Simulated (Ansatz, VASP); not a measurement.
## FeSi2: VASP beside Ansatz

File POSCAR:

```
FeSi2
1.0
    0.0000000000      2.6900000000      5.0800000000
    2.6900000000      0.0000000000      5.0800000000
    2.6900000000      2.6900000000      0.0000000000
Fe Si
2 4
Direct
    0.0000000000      0.0000000000      0.0000000000
    0.5000000000      0.5000000000      0.5000000000
    0.1250000000      0.1250000000      0.3750000000
    0.6250000000      0.6250000000      0.8750000000
    0.3750000000      0.3750000000      0.1250000000
    0.8750000000      0.8750000000      0.6250000000
```

Contents of INCAR.step1:

```
SYSTEM = FeSi2
PREC = Accurate
ENCUT = 520
ISMEAR = 0
SIGMA = 0.05
LREAL = .False.
LASPH = .True.
NELM = 150
ISPIN = 2
MAGMOM = 0.39 0.39 -0.01 -0.01 -0.01 -0.01
LMAXMIX = 4
NBANDS = 29
GGA = PE
ALGO = Normal
EDIFF = 1E-4
LWAVE = .True.
LCHARG = .False.
```

Contents of INCAR.step2:

```
SYSTEM = FeSi2
PREC = Accurate
ENCUT = 520
EDIFF = 1E-6
ISMEAR = 0
SIGMA = 0.05
LREAL = .False.
LASPH = .True.
NELM = 150
ALGO = Normal
ISIF = 2
LWAVE = .False.
LCHARG = .False.
ISPIN = 2
MAGMOM = 0.39 0.39 -0.01 -0.01 -0.01 -0.01
LORBIT = 11
LMAXMIX = 4
METAGGA = R2SCAN
LMIXTAU = .True.
NBANDS = 29
ISTART = 1
```

KPOINTS

```
Automatic mesh
0
Gamma
  5 5 5
  0 0 0
```

Input for Ansatz:

```yaml
crystal:
  lattice:
    - [0.0, 2.69, 5.08]
    - [2.69, 0.0, 5.08]
    - [2.69, 2.69, 0.0]
  atoms:
    - { symbol: Fe, position: [0.0, 0.0, 0.0] }
    - { symbol: Fe, position: [0.5, 0.5, 0.5] }
    - { symbol: Si, position: [0.125, 0.125, 0.375] }
    - { symbol: Si, position: [0.625, 0.625, 0.875] }
    - { symbol: Si, position: [0.375, 0.375, 0.125] }
    - { symbol: Si, position: [0.875, 0.875, 0.625] }
hamiltonian:
  xc: r2scan
  pseudopotentials: { kind: paw }
basis:
  ecutwfc: 500
kpoints:
  mp_grid: { grid: [5, 5, 5] }
scf:
  occupations: { method: gaussian, width: 0.05 }
  lower_state_search: "off"
output:
  forces: true
  stress: true
magnetization:
  spin_polarized: true
```

Alike in both runs: task single point; functional r2SCAN; k mesh 5 × 5 × 5; occupations gaussian, width 0.05 eV; collinear spin.

|  | VASP | Ansatz |
| --- | --- | --- |
| version | VASP 6.6.1 | Ansatz 0.2.0 |
| potentials or method | VASP PAW PBE potentials, release 64 (Fe, Si), cutoff 520 eV | PAW, plane waves, scalar-relativistic |
| valence electrons in the cell | 32 | 48 |

|  | VASP | Ansatz | Ansatz less VASP |
| --- | --- | --- | --- |
| pressure (GPa) | 8.5 | 8.2 | -0.21 |
| traceless stress, the component that is largest in VASP (GPa) | -1.53 | -1.30 | +0.230 |
| rms of the force components (eV/Å) | 1.412 | 1.398 | -0.0141 |
| net moment per atom (μB) | 0.11 | 0.11 | -0.002 |
| size of the moment on the site where the two differ most (μB) | 0.35 | 0.36 | +0.004 |

VASP's potentials were made for PBE, not for r2SCAN. Site moments also hang on the region over which each program counts them. Atom by atom the forces differ by 0.014 eV/Å (rms over components). With one functional, cell and mesh, what is left measures potentials, basis and numerics. VASP's potentials hold 32 valence electrons a cell and Ansatz's 48, so a difference there can come from the potentials and not from the codes. Ansatz's warnings: no starting moments.
